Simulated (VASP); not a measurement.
# Ta6HN6 in VASP: single point with PBE+D3(BJ)

Aim: the single point of Ta6HN6 with PBE+D3(BJ).

Program: VASP 6.6.1. These are calculated values, not measurements. Logs are shortened: lines on timing, memory, paths and dates and some standing lists are left out, and cuts for length are marked.

## Step 1: The cell of the first run

The cell holds a slab with vacuum, 26 atoms: a = 5.762 Å, b = 5.857 Å, c = 24.668 Å, α = 90.00°, β = 90.00°, γ = 90.00°.

## Step 2: Single point, PBE+D3(BJ)

File INCAR:

```
ALGO = Normal ; DIPOL = 0.5 0.5 0.466
EDIFF = 1E-6 ; ENCUT = 520
GGA = PE ; IDIPOL = 3
ISIF = 2 ; ISMEAR = 0
IVDW = 12 ; LASPH = T
LCHARG = F ; LDIPOL = T
LREAL = Auto ; LWAVE = F
NBANDS = 116 ; NELM = 80
PREC = Accurate ; SIGMA = 0.1
```

File KPOINTS:

```
k-points
0
Gamma
  3 3 1
```

File POSCAR:

```
Ta6HN6
1.0
    5.7615861975      0.0000000000      0.0000000000
    0.0000000000      5.8570264689      0.0000000000
    0.0000000000      0.0000000000     24.6677226648
N Ta H
12 12 2
Direct
    0.0000000000      0.7500000000      0.3243104404
    0.0000000000      0.2500000000      0.3243104404
    0.5000000000      0.7500000000      0.3243104404
    0.5000000000      0.2500000000      0.3243104404
    0.0000000000      0.5000000000      0.4271236141
    0.0000000000      0.0000000000      0.4271236141
    0.5000000000      0.5000000000      0.4271236141
    0.5000000000      0.0000000000      0.4271236141
    0.0000000000      0.2500674988      0.5310308456
    0.0000000000      0.7499325012      0.5310308456
    0.5000000000      0.2500876286      0.5311075314
    0.5000000000      0.7499123714      0.5311075314
    0.2500000000      0.0000000000      0.3585814983
    0.2500000000      0.5000000000      0.3585814983
    0.7500000000      0.0000000000      0.3585814983
    0.7500000000      0.5000000000      0.3585814983
    0.2499967730      0.7500024761      0.4626529134
    0.2499967730      0.2499975239      0.4626529134
    0.7500032270      0.7500024761      0.4626529134
    0.7500032270      0.2499975239      0.4626529134
    0.2499779267      0.5000000000      0.5661792701
    0.2497688876      0.0000000000      0.5661593176
    0.7500220733      0.5000000000      0.5661792701
    0.7502311124      0.0000000000      0.5661593176
    0.0000000000      0.0000000000      0.7063107210
    0.0000000000      0.0000000000      0.7368280534
```

Potentials or basis: VASP PAW PBE potentials, release 64 (N, Ta_pv, H).

Command:

```
$ cat potpaw_PBE.64/N/POTCAR potpaw_PBE.64/Ta_pv/POTCAR potpaw_PBE.64/H/POTCAR > POTCAR
$ mpirun -np 1 vasp_std > vasp.out
```

OUTCAR:

```text
EDIFF = 1E-6
   ENCUT = 520
   GGA = PE
   ISIF = 2
   ISMEAR = 0
   IVDW = 12
   LASPH = T
   LREAL = Auto
   NELM = 80
   PREC = Accurate
 IVDW          = 12

 ion  position               nearest neighbor table
   1  0.000  0.750  0.324-  13 2.22  14 2.22  15 2.22  16 2.22
   2  0.000  0.250  0.324-  13 2.22  14 2.22  15 2.22  16 2.22
   3  0.500  0.750  0.324-  13 2.22  14 2.22  15 2.22  16 2.22
   4  0.500  0.250  0.324-  13 2.22  14 2.22  15 2.22  16 2.22
   5  0.000  0.500  0.427-  14 2.22  16 2.22  17 2.23  18 2.23  19 2.23  20 2.23
   6  0.000  0.000  0.427-  13 2.22  15 2.22  17 2.23  18 2.23  19 2.23  20 2.23
   7  0.500  0.500  0.427-  14 2.22  16 2.22  17 2.23  18 2.23  19 2.23  20 2.23
   8  0.500  0.000  0.427-  13 2.22  15 2.22  17 2.23  18 2.23  19 2.23  20 2.23
   9  0.000  0.250  0.531-  18 2.22  20 2.22  22 2.23  24 2.23  23 2.23  21 2.23
  10  0.000  0.750  0.531-  17 2.22  19 2.22  22 2.23  24 2.23  23 2.23  21 2.23
  11  0.500  0.250  0.531-  18 2.22  20 2.22  21 2.23  23 2.23  22 2.23  24 2.23
  12  0.500  0.750  0.531-  17 2.22  19 2.22  21 2.23  23 2.23  22 2.23  24 2.23
  13  0.250  0.000  0.359-   6 2.22   8 2.22   3 2.22   4 2.22   1 2.22   2 2.22  15 2.88  15 2.88
                            14 2.93  14 2.93  17 2.96  18 2.96
  14  0.250  0.500  0.359-   5 2.22   7 2.22   3 2.22   4 2.22   1 2.22   2 2.22  16 2.88  16 2.88
                            13 2.93  13 2.93  17 2.96  18 2.96
  15  0.750  0.000  0.359-   6 2.22   8 2.22   3 2.22   4 2.22   1 2.22   2 2.22  13 2.88  13 2.88
[... 4 lines left out ...]
                            18 2.93  18 2.93  22 2.94  21 2.94  13 2.96  14 2.96
  18  0.250  0.250  0.463-   9 2.22  11 2.22   6 2.23   5 2.23   8 2.23   7 2.23  20 2.88  20 2.88
                            17 2.93  17 2.93  22 2.94  21 2.94  13 2.96  14 2.96
  19  0.750  0.750  0.463-  10 2.22  12 2.22   6 2.23   5 2.23   8 2.23   7 2.23  17 2.88  17 2.88
                            20 2.93  20 2.93  24 2.94  23 2.94  15 2.96  16 2.96
  20  0.750  0.250  0.463-   9 2.22  11 2.22   6 2.23   5 2.23   8 2.23   7 2.23  18 2.88  18 2.88
                            19 2.93  19 2.93  24 2.94  23 2.94  15 2.96  16 2.96
  21  0.250  0.500  0.566-  11 2.23  12 2.23   9 2.23  10 2.23  23 2.88  23 2.88  22 2.93  22 2.93
                            18 2.94  17 2.94
  22  0.250  0.000  0.566-   9 2.23  10 2.23  11 2.23  12 2.23  24 2.88  24 2.88  21 2.93  21 2.93
                            18 2.94  17 2.94
  23  0.750  0.500  0.566-  11 2.23  12 2.23   9 2.23  10 2.23  21 2.88  21 2.88  24 2.93  24 2.93
                            19 2.94  20 2.94
  24  0.750  0.000  0.566-   9 2.23  10 2.23  11 2.23  12 2.23  22 2.88  22 2.88  23 2.93  23 2.93
                            19 2.94  20 2.94
  25  0.000  0.000  0.706-  26 0.75
  26  0.000  0.000  0.737-  25 0.75

  LATTYP: Found a simple orthorhombic cell.
 ALAT       =     5.7615861975
 B/A-ratio  =     1.0165649299
 C/A-ratio  =     4.2814117188

  Lattice vectors:

 A1 = (   5.7615861975,   0.0000000000,   0.0000000000)
 A2 = (   0.0000000000,   5.8570264689,   0.0000000000)
 A3 = (   0.0000000000,   0.0000000000,  24.6677226648)

Analysis of symmetry for initial positions (statically):
=====================================================================
[... 176 lines left out ...]
   GGA     = PE    functional components
   LHFCALC =     F    Hartree Fock is set to
   AEXX    =    0.0000 exact exchange contribution
   IVDW    =    12    specifies the selected vdW correction
   LEPSILON=     F    determine dielectric tensor
   LRPA    =     F    only Hartree local field effects (RPA)
 non-spin polarized calculation
 Gauss-broadening in eV      SIGMA  =   0.10
  energy-cutoff  :      520.00
  volume of cell :      832.43
 maximum number of plane-waves:     22446
 NGX is ok and might be reduce to    48
   NGX = 21   NGY = 21   NGZ = 91

 dipolmoment           0.000000      0.000000      3.623664 electrons x Angstroem

 number of electron     193.9999990 magnetization

 dipolmoment           0.000000      0.000000     -0.170721 electrons x Angstroem

 Free energy of the ion-electron system (eV)
  ---------------------------------------------------
  ext. energy  EPLUGINS =         0.00000000
  ---------------------------------------------------
  free energy    TOTEN  =      -263.61407772 eV

  energy without entropy =     -263.54664259  energy(sigma->0) =     -263.58036015

 E-fermi :  -1.4663     XC(G=0):  -5.1867

 val. band max:       -1.5214147230   @ k =   0.0000   0.0000   0.0000
 cond. band min:      -1.4595781388   @ k =   0.3333   0.0000   0.0000
 fundamental gap:      0.0618365842
 Fermi energy:        -1.4663282050

 k-point     1 :       0.0000    0.0000    0.0000
  band No.  band energies     occupation
      1     -37.0235      2.00000
      2     -37.0202      2.00000
      3     -36.8678      2.00000
      4     -36.8664      2.00000
      5     -36.8123      2.00000
      6     -36.7879      2.00000
[... 437 lines left out ...]
    108       1.0598      0.00000
    109       1.2005      0.00000
 [bands above 109 left out]

------------------------ aborting loop because EDIFF is reached ----------------------------------------

 vacuum level on the upper side and lower side of the slab       (xc-potential included)        -0.612         0.293

 Edisp (eV)   -7.73630

 E8    (eV) :    -3.6764

  FORCE on cell =-STRESS in cart. coord.  units (eV):
  Direction    XX          YY          ZZ          XY          YZ          ZX
  --------------------------------------------------------------------------------------
  -------------------------------------------------------------------------------------
  Total     -26.09545   -28.70922    -7.25464     0.00000     0.00000     0.00000
  in kB     -50.22582   -55.25653   -13.96299     0.00000     0.00000     0.00000
  external pressure =      -39.82 kB  Pullay stress =        0.00 kB

 VOLUME and BASIS-vectors are now :
 -----------------------------------------------------------------------------
  energy-cutoff  :      520.00
  volume of cell :      832.43
      direct lattice vectors                 reciprocal lattice vectors
     5.761586197  0.000000000  0.000000000     0.173563315  0.000000000  0.000000000
     0.000000000  5.857026469  0.000000000     0.000000000  0.170735100  0.000000000
     0.000000000  0.000000000 24.667722665     0.000000000  0.000000000  0.040538805

 POSITION                                       TOTAL-FORCE (eV/Angst)
 -----------------------------------------------------------------------------------
      0.00000      4.39277      8.00000         0.000000     -0.000202      2.944936
      0.00000      1.46426      8.00000         0.000000      0.000202      2.944936
      2.88079      4.39277      8.00000         0.000000      0.000173      2.945140
      2.88079      1.46426      8.00000         0.000000     -0.000173      2.945140
      0.00000      2.92851     10.53617         0.000000      0.000000      0.329136
      0.00000      0.00000     10.53617         0.000000      0.000000      0.329581
[... 18 lines left out ...]
      0.00000      0.00000     17.42308         0.000000      0.000000      0.025070
      0.00000      0.00000     18.17587         0.000000      0.000000     -0.025459
 -----------------------------------------------------------------------------------
    total drift:                                0.000000      0.000000      0.019755

  FREE ENERGIE OF THE ION-ELECTRON SYSTEM (eV)
  ---------------------------------------------------
  free  energy   TOTEN  =      -271.3503731318 eV

  energy  without entropy=     -271.2829380044  energy(sigma->0) =     -271.31665557

 vacuum level on the upper side and lower side of the slab         3.762         4.686
```

stdout:

```text
POSCAR found type information on POSCAR N TaH
 POSCAR found :  3 types and      26 ions
 scaLAPACK will be used
 LDA part: xc-table for (Slater+PW92), standard interpolation
 POSCAR, INCAR and KPOINTS ok, starting setup
 FFT: planning ... GRIDC
 FFT: planning ... GRID_SOFT
 FFT: planning ... GRID
 WAVECAR not read
 entering main loop
```

Run time: 22 min. Hardware: 1 thread of Intel Xeon 6975P-C (Granite Rapids), shared host; peak memory 0.98 GiB.

What came out:

| Item | Value |
| --- | --- |
| Free energy | -271.3504 eV |
| Largest force | 3.315 eV/Å |
| Band gap on the k mesh | zero (bands 97 and 98 overlap by 0.03 eV) |
| Dispersion energy per atom | -0.298 eV |

Forces on the atoms (eV/Å):
```
N    0.000  0.000  2.945
N    0.000  0.000  2.945
N    0.000  0.000  2.945
N    0.000  0.000  2.945
N    0.000  0.000  0.329
N    0.000  0.000  0.330
N    0.000  0.000  0.334
N    0.000  0.000  0.334
N    0.000 -0.004  0.010
N    0.000  0.004  0.010
N    0.000 -0.006  0.006
N    0.000  0.006  0.006
Ta   0.000  0.000 -3.315
Ta  -0.001  0.000 -3.314
Ta   0.000  0.000 -3.315
Ta   0.001  0.000 -3.314
Ta   0.001 -0.001  0.001
Ta   0.001  0.001  0.001
Ta  -0.001 -0.001  0.001
Ta  -0.001  0.001  0.001
Ta  -0.001  0.000  0.030
Ta   0.007  0.000  0.027
Ta   0.001  0.000  0.030
Ta  -0.007  0.000  0.027
H    0.000  0.000  0.025
H    0.000  0.000 -0.025
```

Caveat: the k points lie up to 0.36 Å⁻¹ apart; spin-orbit coupling is left out, which moves the levels of the heavy elements.
